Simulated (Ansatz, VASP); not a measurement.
# TiB2 in VASP and in Ansatz

Contents of INCAR:

```
PREC     = Accurate       # precision mode
ENCUT    = 520            # plane-wave cutoff, eV
EDIFF    = 1E-6           # SCF threshold, eV
ISMEAR   = -1             # smearing method
SIGMA    = 0.05           # smearing width, eV
LREAL    = F              # projectors in reciprocal space
LASPH    = T              # aspherical terms in the spheres
NELM     = 80             # most SCF steps
ALGO     = Normal         # electronic algorithm
ISIF     = 2              # what is computed and relaxed
LWAVE    = F              # write WAVECAR
LCHARG   = F              # write CHGCAR
GGA      = PE             # functional
NBANDS   = 16             # bands
```

The input KPOINTS:

```
regular mesh
0
Gamma
  10 10 8
```

File POSCAR:

```
TiB2
1.0
    2.9882598462      0.0000000000      0.0000000000
   -1.4941299231      2.5879089399      0.0000000000
    0.0000000000      0.0000000000      3.1847676243
Ti B
1 2
Direct
    0.0000000000      0.0000000000      0.0000000000
    0.6666666667      0.3333333333      0.5000000000
    0.3333333333      0.6666666667      0.5000000000
```

input.yaml

```yaml
crystal:
  lattice:
    - [2.9882598462, 0.0, 0.0]
    - [-1.4941299231, 2.5879089399, 0.0]
    - [0.0, 0.0, 3.1847676243]
  atoms:
    - { symbol: Ti, position: [0.0, 0.0, 0.0] }
    - { symbol: B, position: [0.6666666667, 0.3333333333, 0.5] }
    - { symbol: B, position: [0.3333333333, 0.6666666667, 0.5] }
hamiltonian:
  xc: pbe
  pseudopotentials: { kind: paw, azcp: { folder: soft_1 } }
kpoints:
  mp_grid: { grid: [10, 10, 8] }
scf:
  occupations: { method: fermi_dirac, width: 0.05 }
output:
  forces: true
  stress: true
  eigenvalues: true
```

Alike in both runs: task single point; functional PBE; k mesh 10 × 10 × 8; occupations fermi-dirac, width 0.05 eV; no spin polarisation.

|  | VASP | Ansatz |
| --- | --- | --- |
| version | VASP 6.6.1 | Ansatz 0.2.0 |
| potentials or method | VASP PAW PBE potentials, release 64 (Ti_sv, B) | Ansatz PAW soft_1 |
| plane-wave cutoff (eV) | 520 | 420 |
| valence electrons in the cell | 18 | 18 |

Ansatz gave:

```
gap on the k mesh at the Fermi level (eV)                     : none
pressure (GPa)                                                : 11.6
traceless stress, the component that is largest in VASP (GPa) : -1.83
```

What did VASP give for the same quantities?

gap on the k mesh at the Fermi level (eV): none; pressure (GPa): 11.9; traceless stress, the component that is largest in VASP (GPa): -1.84.

A gap of «none» marks a metal or a gap that the smearing closes. The functional is the same, so the differences come from potentials, cutoffs and numerics.
